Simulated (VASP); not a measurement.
# InGa2As3 (P1) in VASP: single point with PBE

Aim: the single point of InGa2As3 with PBE.

Program: VASP 6.6.1. These are calculated values, not measurements. Logs are shortened: lines on timing, memory, paths and dates and some standing lists are left out, and cuts for length are marked.

## (1) The cell of the first run

The typed cell holds 12 atoms: a = 4.164 Å, b = 8.319 Å, c = 9.343 Å, α = 102.87°, β = 102.78°, γ = 90.00°.

## (2) Single point, PBE

INCAR

```
ALGO     = Normal         # electronic algorithm
EDIFF    = 1E-6           # SCF threshold, eV
ENCUT    = 520            # plane-wave cutoff, eV
GGA      = PE             # functional
ISIF     = 2              # what is computed and relaxed
ISMEAR   = 0              # smearing method
KPAR     = 4            
LASPH    = True           # aspherical terms in the spheres
LCHARG   = True           # write CHGCAR
LREAL    = False          # projectors in reciprocal space
LVHAR    = True         
LWAVE    = False          # write WAVECAR
NBANDS   = 66             # bands
NELM     = 60             # most SCF steps
PREC     = Accurate       # precision mode
SIGMA    = 0.2            # smearing width, eV
```

KPOINTS

```
k-points
0
Gamma
  6 4 6
```

POSCAR

```
InGa2As3
1.0
    4.1637881508     -0.0001578548     -0.0036345306
    0.0000405056     -8.3187510959      0.0003947853
   -2.0737052955      2.0801908677     -8.8690500878
In Ga As
2 4 6
Direct
    0.7499789462      0.6250108645      0.5001947004
    0.7490517288      0.1247260965      0.4997025002
    0.0789367322      0.7894302373      0.1583187114
    0.0795762906      0.2899721389      0.1589708108
    0.4207322440      0.9606579135      0.8413457146
    0.4200794844      0.4601351747      0.8410343814
    0.1586505763      0.5792322073      0.3163740576
    0.1577074710      0.0788704863      0.3159497951
    0.5001794362      0.7498409860     -0.0002314989
    0.5007534517      0.2502978805      0.0003781793
    0.8425633278      0.9211705301      0.6841802752
    0.8417903107      0.4206554845      0.6837823732
```

Potentials or basis: VASP PAW PBE potentials, release 64 (In_d, Ga_d, As).

The run is started by

```sh
cat potpaw_PBE.64/In_d/POTCAR potpaw_PBE.64/Ga_d/POTCAR potpaw_PBE.64/As/POTCAR > POTCAR
mpirun -np 4 vasp_std > vasp.out
```

OUTCAR:

```text
EDIFF = 1E-6
   ENCUT = 520
   GGA = PE
   ISIF = 2
   ISMEAR = 0
   LASPH = True
   LREAL = False
   NELM = 60
   PREC = Accurate

 ion  position               nearest neighbor table
   1  0.750  0.625  0.500-  12 2.64   7 2.64  11 2.64   7 2.64
   2  0.749  0.125  0.500-  12 2.64   8 2.64  11 2.64   8 2.64
   3  0.079  0.789  0.158-   8 2.51   7 2.51   9 2.51   9 2.51
   4  0.080  0.290  0.159-   7 2.50   8 2.51  10 2.51  10 2.51
   5  0.421  0.961  0.841-  11 2.50  11 2.51  10 2.51   9 2.51
   6  0.420  0.460  0.841-  12 2.51  12 2.51   9 2.51  10 2.51
   7  0.159  0.579  0.316-   4 2.50   3 2.51   1 2.64   1 2.64
   8  0.158  0.079  0.316-   4 2.51   3 2.51   2 2.64   2 2.64
   9  0.500  0.750  1.000-   6 2.51   3 2.51   3 2.51   5 2.51
  10  0.501  0.250  0.000-   5 2.51   4 2.51   6 2.51   4 2.51
  11  0.843  0.921  0.684-   5 2.50   5 2.51   2 2.64   1 2.64
  12  0.842  0.421  0.684-   6 2.51   6 2.51   1 2.64   2 2.64

  LATTYP: Found a triclinic cell.
 ALAT       =    11.0376523003
 B/A-ratio  =     0.3772350883
 C/A-ratio  =     0.7536703349
 COS(alpha) =     0.0000427391
 COS(beta)  =     0.1885183338
 COS(gamma) =     0.5644163480

  Lattice vectors:

 A1 = (  -6.2374934463,   2.0803487225,  -8.8654155572)
 A2 = (  -4.1637881508,   0.0001578548,   0.0036345306)
 A3 = (  -0.0000405056,   8.3187510959,  -0.0003947853)

Analysis of symmetry for initial positions (statically):
=====================================================================
 Subroutine PRICEL returns:
 Original cell was already a primitive cell.

 Routine SETGRP: Setting up the symmetry group for a
 triclinic supercell.

 Subroutine GETGRP returns: Found  1 space group operations
 (whereof  1 operations were pure point group operations)
 out of a pool of  2 trial point group operations.

The static configuration has the point symmetry C_1 .

Analysis of symmetry for dynamics (positions and initial velocities):
=====================================================================
 Subroutine PRICEL returns:
 Original cell was already a primitive cell.

 Routine SETGRP: Setting up the symmetry group for a
 triclinic supercell.

 Subroutine GETGRP returns: Found  1 space group operations
 (whereof  1 operations were pure point group operations)
 out of a pool of  2 trial point group operations.

The dynamic configuration has the point symmetry C_1 .

 Subroutine INISYM returns: Found  1 space group operations
 (whereof  1 operations are pure point group operations),
 and found     1 'primitive' translations

----------------------------------------------------------------------------------------

                                     Primitive cell

  volume of cell :     307.2612

  direct lattice vectors                    reciprocal lattice vectors
     4.163788151 -0.000157855 -0.003634531     0.240116910 -0.000001495 -0.056142971
     0.000040506 -8.318751096  0.000394785    -0.000029163 -0.120211690 -0.028188226
    -2.073705295  2.080190868 -8.869050088    -0.000098401 -0.000005350 -0.112729894

  length of vectors
     4.163789740  8.318751105  9.342777807     0.246593114  0.123472375  0.112729937

  position of ions in fractional coordinates (direct lattice)
     0.749978946  0.625010864  0.500194700
     0.749051729  0.124726096  0.499702500
     0.078936732  0.789430237  0.158318711
     0.079576291  0.289972139  0.158970811
     0.420732244  0.960657914  0.841345715
     0.420079484  0.460135175  0.841034381
     0.158650576  0.579232207  0.316374058
     0.157707471  0.078870486  0.315949795
     0.500179436  0.749840986  0.999768501
     0.500753452  0.250297880  0.000378179
     0.842563328  0.921170530  0.684180275
     0.841790311  0.420655485  0.683782373

  ion indices of the primitive-cell ions
   primitive index   ion index
                 1           1
                 2           2
                 3           3
                 4           4
                 5           5
                 6           6
                 7           7
                 8           8
                 9           9
                10          10
                11          11
                12          12

----------------------------------------------------------------------------------------

 KPOINTS: k-points

Automatic generation of k-mesh.
 Grid dimensions read from file:
 generate k-points for:    6    4    6

 Generating k-lattice:

  Cartesian coordinates                     Fractional coordinates (reciprocal lattice)
     0.040019485 -0.000000249 -0.009357162     0.166666667  0.000000000 -0.000000000
    -0.000007291 -0.030052923 -0.007047056    -0.000000000  0.250000000 -0.000000000
    -0.000016400 -0.000000892 -0.018788316    -0.000000000  0.000000000  0.166666667

  Length of vectors
     0.041098852  0.030868094  0.018788323

  Shift w.r.t. Gamma in fractional coordinates (k-lattice)
     0.000000000  0.000000000  0.000000000

 Subroutine IBZKPT returns following result:
 ===========================================

 Found     76 irreducible k-points:

 Following reciprocal coordinates:
            Coordinates               Weight
  0.000000  0.000000  0.000000      1.000000
  0.166667  0.000000  0.000000      2.000000
  0.333333  0.000000  0.000000      2.000000
  0.500000  0.000000  0.000000      1.000000
 -0.000000  0.250000  0.000000      2.000000
  0.166667  0.250000  0.000000      2.000000
[... 16 lines left out ...]
  0.333333  0.250000  0.166667      2.000000
  0.500000  0.250000  0.166667      2.000000
 [... further k-points ...]
   k-points           NKPTS =     76   k-points in BZ     NKDIM =     76   number of bands    NBANDS=     66
   number of dos      NEDOS =    301   number of ions     NIONS =     12
   total plane-waves  NPLWV = 143360
   dimension x,y,z NGX =    32 NGY =   64 NGZ =   70
   dimension x,y,z NGXF=    64 NGYF=  128 NGZF=  140
   ions per type =               2   4   6
   NGX,Y,Z   is equivalent  to a cutoff of  12.78, 12.79, 12.46 a.u.
   NGXF,Y,Z  is equivalent  to a cutoff of  25.55, 25.58, 24.91 a.u.
 SYSTEM =  unknown system
   PREC   = accura    normal or accurate (medium, high low for compatibility)
   ISTART =      0    job   : 0-new  1-cont  2-samecut
   ICHARG =      2    charge: 1-file 2-atom 10-const
   ISPIN  =      1    spin polarized calculation?
   LNONCOLLINEAR =      F non collinear calculations
   LSORBIT =      F    spin-orbit coupling
   LASPH  =      T    aspherical Exc in radial PAW
   ENCUT  =  520.0 eV  38.22 Ry    6.18 a.u.   7.74 15.47 17.37*2*pi/ulx,y,z
   NELM   =     60;   NELMIN=  2; NELMDL= -5     # of ELM steps
   EDIFF  = 0.1E-05   stopping-criterion for ELM
   LREAL  =      F    real-space projection
   EDIFFG = 0.1E-04   stopping-criterion for IOM
   NSW    =      0    number of steps for IOM
   IBRION =     -1    ionic relax: 0-MD 1-quasi-New 2-CG
   NFREE  =      0    steps in history (QN), initial steepest desc. (CG)
   ISIF   =      2    stress and relaxation
   ISYM   =      2    0-nonsym 1-usesym 2-fastsym
   POTIM  = 0.5000    time-step for ionic-motion
   TEBEG  =    0.0;   TEEND  =   0.0 temperature during run
   PSTRESS=    0.0 pullay stress
   NELECT =     108.0000    total number of electrons
   NUPDOWN=      -1.0000    fix difference up-down
   EMIN   =  10.00;   EMAX   =-10.00  energy-range for DOS
   EFERMI =   0.00;   METHOD = LEGACY
   ISMEAR =     0;   SIGMA  =   0.20  broadening in eV -4-tet -1-fermi 0-gaus
   EFERMI_NEDOS =   21; number of points for ismear=-14 and -15
   IALGO  =     38    algorithm
   IMIX   =      4    mixing-type and parameters
     AMIX     =   0.40;   BMIX     =  1.00
     AMIX_MAG =   1.60;   BMIX_MAG =  1.00
  volume/ion in A,a.u.               =      25.61       172.79
  Fermi-wavevector in a.u.,A,eV,Ry     =   1.155350  2.183295 18.161511  1.334833
  Thomas-Fermi vector in A             =   2.291979
   LORBIT       =      0    0 simple, 1 ext, 2 COOP (PROOUT), +10 PAW based schemes
   GGA     = PE    functional components
   LHFCALC =     F    Hartree Fock is set to
   AEXX    =    0.0000 exact exchange contribution
   IVDW    =     0    specifies the selected vdW correction
   LEPSILON=     F    determine dielectric tensor
   LRPA    =     F    only Hartree local field effects (RPA)
 non-spin polarized calculation
 Gauss-broadening in eV      SIGMA  =   0.20
  energy-cutoff  :      520.00
  volume of cell :      307.26
 maximum number of plane-waves:      8298
   NGX = 15   NGY = 31   NGZ = 35

 number of electron     108.0000071 magnetization

 Free energy of the ion-electron system (eV)
  ---------------------------------------------------
  ext. energy  EPLUGINS =         0.00000000
  ---------------------------------------------------
  free energy    TOTEN  =       -48.31064902 eV

  energy without entropy =      -48.30689454  energy(sigma->0) =      -48.30877178

 E-fermi :   3.8284     XC(G=0):  -9.1725

 val. band max:        3.7024445725   @ k =   0.0000   0.0000   0.0000
 cond. band min:       4.3853594520   @ k =  -0.0000   0.0000   0.1667
 fundamental gap:      0.6829148796
 Fermi energy:         3.8283986000

 k-point     1 :       0.0000    0.0000    0.0000
  band No.  band energies     occupation
      1     -11.1406      2.00000
      2     -11.1313      2.00000
      3     -11.1133      2.00000
      4     -11.0993      2.00000
      5     -11.0907      2.00000
      6     -11.0722      2.00000
[... 58 lines left out ...]
     65       7.4842      0.00000
     66       7.9041      0.00000

 k-point     2 :       0.1667    0.0000    0.0000
  band No.  band energies     occupation
      1     -11.1377      2.00000
      2     -11.1366      2.00000
      3     -11.1143      2.00000
      4     -11.0988      2.00000
      5     -11.0960      2.00000
      6     -11.0787      2.00000
[... 58 lines left out ...]
     65       7.6742      0.00000
     66       7.8576      0.00000

 k-point     3 :       0.3333    0.0000    0.0000
  band No.  band energies     occupation
      1     -11.1475      2.00000
      2     -11.1328      2.00000
      3     -11.1182      2.00000
      4     -11.1067      2.00000
      5     -11.1054      2.00000
      6     -11.0883      2.00000
[... 1438 lines left out ...]
     65       8.4009      0.00000
     66       8.6198      0.00000

 k-point    24 :       0.5000    0.2500    0.1667
  band No.  band energies     occupation
      1     -11.1497      2.00000
      2     -11.1339      2.00000
      3     -11.1194      2.00000
      4     -11.1131      2.00000
      5     -11.1086      2.00000
      6     -11.0940      2.00000
[... 58 lines left out ...]
     65       8.0378      0.00000
     66       8.0725      0.00000

 [... further k-points ...]
[... 5 lines left out ...]
  --------------------------------------------------------------------------------------
  -------------------------------------------------------------------------------------
  Total        0.2294257      0.2449201      0.2211692      0.0024740      0.0137305      0.1305771
  in kB        1.1963133      1.2771074      1.1532607      0.0129002      0.0715958      0.6808790
  external PRESSURE =       1.2088938 kB  Pullay stress =       0.0000000 kB

 VOLUME and BASIS-vectors are now :
 -----------------------------------------------------------------------------
  energy-cutoff  :      520.00
  volume of cell :      307.26
      direct lattice vectors                 reciprocal lattice vectors
     4.163788151 -0.000157855 -0.003634531     0.240116910 -0.000001495 -0.056142971
     0.000040506 -8.318751096  0.000394785    -0.000029163 -0.120211690 -0.028188226
    -2.073705295  2.080190868 -8.869050088    -0.000098401 -0.000005350 -0.112729894

 POSITION                                       TOTAL-FORCE (eV/Angst)
 -----------------------------------------------------------------------------------
      2.08552     -4.15893     -4.43873         0.003791     -0.005789      0.002010
      2.08266      0.00179     -4.43456         0.002477      0.003896      0.000378
      0.00040     -6.23775     -1.40411         0.006116     -0.000653     -0.014899
      0.00169     -2.08153     -1.41009         0.004259      0.004707     -0.002682
      0.00718     -6.24138     -7.46309         0.004205      0.004192      0.001759
      0.00508     -2.07830     -7.46052         0.003133      0.002993      0.004698
      0.00454     -4.16040     -2.80629        -0.005709     -0.005338      0.000729
      0.00148      0.00111     -2.80272        -0.000062      0.002141      0.000385
      0.00945     -4.15811     -8.86852        -0.008429     -0.005643     -0.000966
      2.08426     -2.08146     -0.00508        -0.008573      0.000847      0.007309
      2.08950     -6.23990     -6.07073        -0.002927      0.001403      0.007082
      2.08709     -2.07706     -6.06739         0.001721     -0.002756     -0.005803
 -----------------------------------------------------------------------------------
    total drift:                                0.000455      0.000465     -0.000055

  FREE ENERGIE OF THE ION-ELECTRON SYSTEM (eV)
  ---------------------------------------------------
  free  energy   TOTEN  =       -48.3106490249 eV

  energy  without entropy=      -48.3068945396  energy(sigma->0) =      -48.30877178
```

Run time: 8.2 min. Hardware: 4 MPI ranks of Intel Xeon Platinum 8375C at 2.90GHz (Ice Lake), shared host; peak memory 1.2 GiB.

Results:

```
Free energy   : -48.3106 eV
Pressure      : 0.1 GPa
Largest force : 0.016 eV/Å
```

Forces in eV/Å, atoms in the order of the input:
```
In   0.004 -0.006  0.002
In   0.002  0.004  0.000
Ga   0.006 -0.001 -0.015
Ga   0.004  0.005 -0.003
Ga   0.004  0.004  0.002
Ga   0.003  0.003  0.005
As  -0.006 -0.005  0.001
As   0.000  0.002  0.000
As  -0.008 -0.006 -0.001
As  -0.009  0.001  0.007
As  -0.003  0.001  0.007
As   0.002 -0.003 -0.006
```

Stress tensor (GPa, compression positive):
```
0.12 0.00 0.07
0.00 0.13 0.01
0.07 0.01 0.12
```

Levels at points of the mesh, in eV from the Fermi level:
```
           k point  band 52  band 53  band 54  band 55  band 56  band 57
(0.00, 0.00, 0.00)    -0.36    -0.24    -0.13    -0.13     0.59     1.44
(0.50, 0.00, 0.00)    -1.40    -1.19    -0.80     0.59     1.41     1.62
(0.00, 0.50, 0.00)    -1.19    -0.41    -0.40     1.42     1.42     1.81
(0.50, 0.50, 0.00)    -1.93    -1.83    -1.83     1.96     1.96     2.35
(0.00, 0.00, 0.50)    -0.81    -0.80    -0.80     0.59     1.28     1.45
(0.50, 0.00, 0.50)    -1.40    -1.17    -0.80     0.62     1.41     1.62
(0.00, 0.50, 0.50)    -0.76    -0.65    -0.65     0.94     0.94     1.41
(0.50, 0.50, 0.50)    -1.94    -1.83    -1.82     1.94     1.94     2.33
```

Caveat: spin-orbit coupling is left out, which moves the levels of the heavy elements.
